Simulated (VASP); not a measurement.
# Al32O (a cell with a defect) in VASP: single point with PBE

Aim: the single point of Al32O (a cell with a defect) with PBE.

Everything below comes from runs of VASP 6.6.1. Logs are shortened: lines on timing, memory, paths and dates and some standing lists are left out, and cuts for length are marked.

## (1) The cell of the first run

The cell holds a defect, 33 atoms: a = 8.100 Å, b = 8.100 Å, c = 8.100 Å, α = 90.00°, β = 90.00°, γ = 90.00°.

## (2) Single point, PBE

INCAR

```
PREC = Accurate
ENCUT = 520
EDIFF = 1E-7
ISMEAR = -1
SIGMA = 0.05
LREAL = Auto
LASPH = True
NELM = 60
ALGO = Normal
ISIF = 2
LWAVE = False
LCHARG = False
GGA = PE
NBANDS = 73
```

KPOINTS

```
Automatic mesh
0
Gamma
  3 3 3
```

POSCAR

```
Al32O
1.0
    8.1000000000      0.0000000000      0.0000000000
    0.0000000000      8.1000000000      0.0000000000
    0.0000000000      0.0000000000      8.1000000000
Al O
32 1
Direct
    0.4963819753     -0.0068595062      0.0062216049
    0.7560081481      0.2517881481      0.0096250617
    0.7490424691     -0.0026275309      0.2527613580
   -0.0046576543     -0.0023902469      0.0064600000
    0.2446251852      0.2505206173      0.0040691358
    0.4968172840      0.5066881481      0.0043954321
    0.7476504938      0.7516208642      0.0024670370
    0.2501453086      0.0018895062      0.2530648148
    0.5026593827      0.2500890123      0.2436006173
    0.7489716049      0.5039843210      0.2528298765
    0.5005981481     -0.0025227160      0.5012066667
    0.7581970370      0.2500902469      0.4991462963
    0.7487392593      0.0018965432      0.7516564198
   -0.0047309877      0.5037827160      0.0065329630
    0.2465760494      0.7514169136      0.0094111111
   -0.0078334568      0.2517885185      0.2458060494
    0.2499087654      0.4991553086      0.2515235802
    0.4977919753      0.7517317284      0.2545814815
   -0.0044090123     -0.0068461728      0.5054200000
    0.2164635802      0.2440445679      0.4897244444
    0.5013297531      0.4981645679      0.5004672840
    0.7472302469      0.7517325926      0.5040090123
    0.2425885185     -0.0121471605      0.7592165432
    0.5120497531      0.2440358025      0.7853793827
    0.7502839506      0.4991512346      0.7518955556
   -0.0006635802      0.7516197531      0.2541520988
   -0.0025843210      0.5066811111      0.5049844444
    0.2495648148      0.7491019753      0.5031858025
   -0.0022485185      0.2505206173      0.7571614815
    0.2417866667      0.5093369136      0.7600159259
    0.4986227160      0.7491011111      0.7522337037
   -0.0076119753      0.7514176543      0.7552246914
    0.3944062963      0.3103592593      0.6074067901
```

Potentials or basis: VASP PAW PBE potentials, release 64 (Al, O).

The run is started by

```bash
> cat potpaw_PBE.64/Al/POTCAR potpaw_PBE.64/O/POTCAR > POTCAR
> mpirun -np 1 vasp_std > vasp.out
```

OUTCAR:

```text
PREC = Accurate
   ENCUT = 520
   EDIFF = 1E-7
   ISMEAR = -1
   LREAL = Auto
   LASPH = True
   NELM = 60
   ISIF = 2
   GGA = PE

 ion  position               nearest neighbor table
   1  0.496  0.993  0.006-  24 2.71  18 2.81  15 2.82   7 2.82   8 2.83   9 2.83  31 2.85   3 2.86
                            23 2.87  13 2.90   5 2.92   2 2.97
   2  0.756  0.252  0.010-  24 2.68  16 2.71   9 2.79  14 2.81   4 2.83  29 2.83  10 2.84   3 2.85
                            25 2.89  13 2.91   6 2.94   1 2.97
   3  0.749  0.997  0.253-   4 2.82   7 2.84  26 2.84  11 2.85  22 2.85  18 2.85  16 2.85   2 2.85
                             1 2.86  19 2.86   9 2.86  12 2.86
   4  0.995  0.998  0.006-   3 2.82   7 2.83  26 2.83   2 2.83  16 2.83  23 2.83  15 2.85  32 2.85
                            13 2.87   8 2.87   5 2.88  29 2.88
   5  0.245  0.251  0.004-  24 2.80  29 2.83  16 2.83  17 2.84   8 2.85   9 2.85   4 2.88  14 2.88
                            30 2.88  23 2.91   6 2.91   1 2.92
   6  0.497  0.507  0.004-  24 2.77  17 2.83  31 2.83  15 2.84  18 2.84   7 2.84   9 2.84  30 2.86
                            10 2.87  25 2.90   5 2.91   2 2.94
   7  0.748  0.752  0.002-  32 2.82   1 2.82   4 2.83  14 2.84   6 2.84   3 2.84  10 2.85  31 2.86
                            13 2.87  18 2.88  25 2.88  26 2.88
   8  0.250  0.002  0.253-  20 2.76   1 2.83  15 2.83   5 2.85  18 2.85  11 2.86   9 2.87  26 2.87
                             4 2.87  28 2.88  19 2.90  16 2.91
   9  0.503  0.250  0.244-   2 2.79   1 2.83   6 2.84   5 2.85   3 2.86  10 2.87   8 2.87  17 2.87
[... 9 lines left out ...]
  14  0.995  0.504  0.007-   2 2.81  16 2.81  10 2.82  30 2.82  26 2.84   7 2.84  15 2.86  32 2.86
                            25 2.86  17 2.86   5 2.88  29 2.88
  15  0.247  0.751  0.009-  23 2.79  30 2.82   1 2.82  26 2.82   8 2.83  17 2.83   6 2.84  18 2.84
                             4 2.85  14 2.86  32 2.91  31 2.92
  16  0.992  0.252  0.246-  20 2.68   2 2.71  12 2.79  14 2.81   4 2.83   5 2.83  10 2.84   3 2.85
                            17 2.89   8 2.91  27 2.94  19 2.97
  17  0.250  0.499  0.252-   6 2.83  15 2.83  20 2.84   5 2.84  14 2.86  21 2.87  18 2.87  28 2.87
                             9 2.87  26 2.88  16 2.89  27 2.90
  18  0.498  0.752  0.255-   1 2.81  11 2.82   6 2.84  15 2.84  28 2.85   3 2.85   8 2.85  22 2.86
                            10 2.86  21 2.86  17 2.87   7 2.88
  19  0.996  0.993  0.505-  20 2.71  22 2.81  32 2.82  26 2.82  13 2.83  12 2.83  28 2.85   3 2.86
                            23 2.87   8 2.90  29 2.92  16 2.97
  20  0.216  0.244  0.490-  33 1.81  16 2.68  19 2.71   8 2.76  27 2.77  29 2.80  17 2.84  23 3.02
                            11 3.05   9 3.06  30 3.07  21 3.09
  21  0.501  0.498  0.500-  33 1.95  10 2.84  18 2.86  22 2.86  17 2.87  25 2.87  28 2.88  31 2.88
                            12 2.89   9 2.89  30 2.97  20 3.09  24 3.09
  22  0.747  0.752  0.504-  19 2.81  11 2.82  27 2.84  32 2.84  31 2.85   3 2.85  13 2.85  18 2.86
                            10 2.86  21 2.86  25 2.87  26 2.88
  23  0.243  0.988  0.759-  15 2.79  32 2.79   4 2.83  28 2.84  31 2.84  19 2.87   1 2.87  29 2.91
                             5 2.91  11 2.96  24 3.02  20 3.02
  24  0.512  0.244  0.785-  33 1.81   2 2.68   1 2.71  13 2.76   6 2.77   5 2.80  25 2.84  23 3.02
                            11 3.05  12 3.06  30 3.07  21 3.09
  25  0.750  0.499  0.752-  27 2.83  32 2.83  24 2.84  29 2.84  14 2.86  21 2.87  22 2.87  31 2.87
                            12 2.87   7 2.88   2 2.89   6 2.90
  26  0.999  0.752  0.254-  15 2.82  19 2.82   4 2.83  14 2.84  27 2.84   3 2.84  10 2.85  28 2.86
                             8 2.87  22 2.88  17 2.88   7 2.88
  27  0.997  0.507  0.505-  20 2.77  25 2.83  28 2.83  32 2.84  22 2.84  26 2.84  12 2.84  30 2.86
                            10 2.87  17 2.90  29 2.91  16 2.94
  28  0.250  0.749  0.503-  27 2.83  23 2.84  18 2.85  30 2.85  31 2.85  19 2.85  26 2.86  11 2.86
                            17 2.87  21 2.88   8 2.88  32 2.92
  29  0.998  0.251  0.757-  20 2.80   5 2.83   2 2.83  25 2.84  13 2.85  12 2.85   4 2.88  14 2.88
                            30 2.88  23 2.91  27 2.91  19 2.92
  30  0.242  0.509  0.760-  33 2.38  15 2.82  32 2.82  14 2.82  28 2.85  31 2.85  27 2.86   6 2.86
                            29 2.88   5 2.88  21 2.97  24 3.07  20 3.07
  31  0.499  0.749  0.752-   6 2.83  23 2.84  22 2.85  30 2.85  28 2.85   1 2.85   7 2.86  11 2.86
                            25 2.87  21 2.88  13 2.88  15 2.92
  32  0.992  0.751  0.755-  23 2.79  30 2.82  19 2.82   7 2.82  13 2.83  25 2.83  27 2.84  22 2.84
                             4 2.85  14 2.86  15 2.91  28 2.92
  33  0.394  0.310  0.607-  20 1.81  24 1.81  21 1.95  30 2.38

  LATTYP: Found a simple cubic cell.
 ALAT       =     8.1000000000

  Lattice vectors:

 A1 = (   8.1000000000,   0.0000000000,   0.0000000000)
 A2 = (   0.0000000000,   8.1000000000,   0.0000000000)
 A3 = (   0.0000000000,   0.0000000000,   8.1000000000)

Analysis of symmetry for initial positions (statically):
=====================================================================
 Subroutine PRICEL returns:
 Original cell was already a primitive cell.

 Routine SETGRP: Setting up the symmetry group for a
 simple cubic supercell.

 Subroutine GETGRP returns: Found  1 space group operations
[... 135 lines left out ...]
            Coordinates               Weight
  0.000000  0.000000  0.000000      1.000000
  0.333333  0.000000  0.000000      2.000000
  0.000000  0.333333  0.000000      2.000000
  0.000000  0.000000  0.333333      2.000000
  0.333333  0.333333  0.000000      2.000000
  0.000000  0.333333  0.333333      2.000000
  0.333333  0.000000  0.333333      2.000000
 -0.333333  0.333333  0.000000      2.000000
 -0.333333  0.000000  0.333333      2.000000
  0.000000 -0.333333  0.333333      2.000000
  0.333333  0.333333  0.333333      2.000000
 -0.333333  0.333333  0.333333      2.000000
 -0.333333 -0.333333  0.333333      2.000000
  0.333333 -0.333333  0.333333      2.000000
   k-points           NKPTS =     14   k-points in BZ     NKDIM =     14   number of bands    NBANDS=     73
   number of dos      NEDOS =    301   number of ions     NIONS =     33
   total plane-waves  NPLWV = 216000
   dimension x,y,z NGX =    60 NGY =   60 NGZ =   60
   dimension x,y,z NGXF=   120 NGYF=  120 NGZF=  120
   ions per type =              32   1
   NGX,Y,Z   is equivalent  to a cutoff of  12.31, 12.31, 12.31 a.u.
   NGXF,Y,Z  is equivalent  to a cutoff of  24.63, 24.63, 24.63 a.u.
 SYSTEM =  unknown system
   PREC   = accura    normal or accurate (medium, high low for compatibility)
   ISTART =      0    job   : 0-new  1-cont  2-samecut
   ICHARG =      2    charge: 1-file 2-atom 10-const
   ISPIN  =      1    spin polarized calculation?
   LNONCOLLINEAR =      F non collinear calculations
   LSORBIT =      F    spin-orbit coupling
   LASPH  =      T    aspherical Exc in radial PAW
   ENCUT  =  520.0 eV  38.22 Ry    6.18 a.u.  15.06 15.06 15.06*2*pi/ulx,y,z
   NELM   =     60;   NELMIN=  2; NELMDL= -5     # of ELM steps
   EDIFF  = 0.1E-06   stopping-criterion for ELM
   LREAL  =      T    real-space projection
   EDIFFG = 0.1E-05   stopping-criterion for IOM
   NSW    =      0    number of steps for IOM
   IBRION =     -1    ionic relax: 0-MD 1-quasi-New 2-CG
   NFREE  =      0    steps in history (QN), initial steepest desc. (CG)
   ISIF   =      2    stress and relaxation
   ISYM   =      2    0-nonsym 1-usesym 2-fastsym
   POTIM  = 0.5000    time-step for ionic-motion
   TEBEG  =    0.0;   TEEND  =   0.0 temperature during run
   PSTRESS=    0.0 pullay stress
   NELECT =     102.0000    total number of electrons
   NUPDOWN=      -1.0000    fix difference up-down
   EMIN   =  10.00;   EMAX   =-10.00  energy-range for DOS
   EFERMI =   0.00;   METHOD = LEGACY
   ISMEAR =    -1;   SIGMA  =   0.05  broadening in eV -4-tet -1-fermi 0-gaus
   EFERMI_NEDOS =   21; number of points for ismear=-14 and -15
   IALGO  =     38    algorithm
   IMIX   =      4    mixing-type and parameters
     AMIX     =   0.40;   BMIX     =  1.00
     AMIX_MAG =   1.60;   BMIX_MAG =  1.00
  volume/ion in A,a.u.               =      16.10       108.68
  Fermi-wavevector in a.u.,A,eV,Ry     =   0.944329  1.784523 12.133087  0.891757
  Thomas-Fermi vector in A             =   2.072123
   LORBIT       =      0    0 simple, 1 ext, 2 COOP (PROOUT), +10 PAW based schemes
   GGA     = PE    functional components
   LHFCALC =     F    Hartree Fock is set to
   AEXX    =    0.0000 exact exchange contribution
   IVDW    =     0    specifies the selected vdW correction
   LEPSILON=     F    determine dielectric tensor
   LRPA    =     F    only Hartree local field effects (RPA)
 non-spin polarized calculation
  energy-cutoff  :      520.00
  volume of cell :      531.44
 maximum number of plane-waves:     14358
   NGX = 31   NGY = 31   NGZ = 31

 number of electron     101.9999998 magnetization

 Free energy of the ion-electron system (eV)
  ---------------------------------------------------
  ext. energy  EPLUGINS =         0.00000000
  ---------------------------------------------------
  free energy    TOTEN  =      -128.21052470 eV

  energy without entropy =     -128.13803682  energy(sigma->0) =     -128.17428076

 E-fermi :   7.9799     XC(G=0): -10.2353

 val. band max:        7.9182717347   @ k =  -0.3333   0.0000   0.3333
 cond. band min:       7.9860657937   @ k =   0.0000  -0.3333   0.3333
 fundamental gap:      0.0677940590
 Fermi energy:         7.9798770954

 k-point     1 :       0.0000    0.0000    0.0000
  band No.  band energies     occupation
      1     -12.8066      2.00000
      2      -2.9780      2.00000
      3      -1.2312      2.00000
      4      -1.0361      2.00000
      5      -0.9651      2.00000
      6      -0.8892      2.00000
[... 913 lines left out ...]
     62       9.8202      0.00000
     63       9.8394      0.00000
 [bands above 63 left out]

------------------------ aborting loop because EDIFF is reached ----------------------------------------

  FORCE on cell =-STRESS in cart. coord.  units (eV):
  Direction    XX          YY          ZZ          XY          YZ          ZX
  --------------------------------------------------------------------------------------
  -------------------------------------------------------------------------------------
  Total        4.1450426      2.7419903      4.1713893     -0.0481884      0.0410983      0.5238962
  in kB       12.4963887      8.2664955     12.5758182     -0.1452775      0.1239023      1.5794314
  external PRESSURE =      11.1129008 kB  Pullay stress =       0.0000000 kB

 VOLUME and BASIS-vectors are now :
 -----------------------------------------------------------------------------
  energy-cutoff  :      520.00
  volume of cell :      531.44
      direct lattice vectors                 reciprocal lattice vectors
     8.100000000  0.000000000  0.000000000     0.123456790  0.000000000  0.000000000
     0.000000000  8.100000000  0.000000000     0.000000000  0.123456790  0.000000000
     0.000000000  0.000000000  8.100000000     0.000000000  0.000000000  0.123456790

 POSITION                                       TOTAL-FORCE (eV/Angst)
 -----------------------------------------------------------------------------------
      4.02069      8.04444      0.05039         0.001076     -0.030336      0.025701
      6.12367      2.03948      0.07796        -0.007672      0.013186      0.000466
      6.06724      8.07872      2.04737         0.023707     -0.028884     -0.022121
      8.06227      8.08064      0.05233         0.022620      0.004234     -0.024854
      1.98146      2.02922      0.03296         0.008630     -0.012128      0.007147
      4.02422      4.10417      0.03560         0.007400     -0.053851     -0.022276
[... 25 lines left out ...]
      8.03834      6.08648      6.11732         0.011203      0.018878     -0.003147
      3.19469      2.51391      4.91999        -0.103326      1.344553      0.100988
 -----------------------------------------------------------------------------------
    total drift:                                0.013525     -0.008095      0.032174

  FREE ENERGIE OF THE ION-ELECTRON SYSTEM (eV)
  ---------------------------------------------------
  free  energy   TOTEN  =      -128.2105247022 eV

  energy  without entropy=     -128.1380368204  energy(sigma->0) =     -128.17428076
```

Run time: 41 min. Hardware: 1 thread of Intel Xeon 8259CL, shared host; peak memory 0.67 GiB.

What came out:

```yaml
Free_energy: -128.2105 eV
Pressure: 1.1 GPa
Largest_force: 1.352 eV/Å
Band_gap_on_the_k_mesh: zero (bands 51 and 52 overlap by 0.37 eV)
```

Forces in eV/Å, atoms in the order of the input:
```
Al   0.001 -0.030  0.026
Al  -0.008  0.013  0.000
Al   0.024 -0.029 -0.022
Al   0.023  0.004 -0.025
Al   0.009 -0.012  0.007
Al   0.007 -0.054 -0.022
Al  -0.001  0.006  0.007
Al  -0.002 -0.027  0.023
Al  -0.010 -0.052  0.024
Al  -0.013 -0.029  0.014
Al   0.031 -0.178 -0.028
Al  -0.023 -0.054  0.008
Al  -0.024 -0.027  0.005
Al  -0.012 -0.008  0.011
Al   0.002  0.020 -0.012
Al   0.001  0.014  0.007
Al  -0.007 -0.016 -0.028
Al  -0.003 -0.018 -0.010
Al  -0.026 -0.030 -0.002
Al   0.033 -0.178 -0.023
Al  -0.011 -0.132  0.014
Al   0.005 -0.020  0.000
Al   0.063 -0.016 -0.066
Al   0.020 -0.176 -0.038
Al   0.033 -0.015  0.011
Al  -0.004  0.005 -0.001
Al   0.021 -0.055 -0.007
Al  -0.005 -0.086  0.005
Al  -0.008 -0.011 -0.009
Al  -0.020 -0.084  0.026
Al  -0.005 -0.089  0.007
Al   0.011  0.019 -0.003
O   -0.103  1.345  0.101
```

The gap in the log of VASP goes by the Fermi energy; the results here count the filled bands.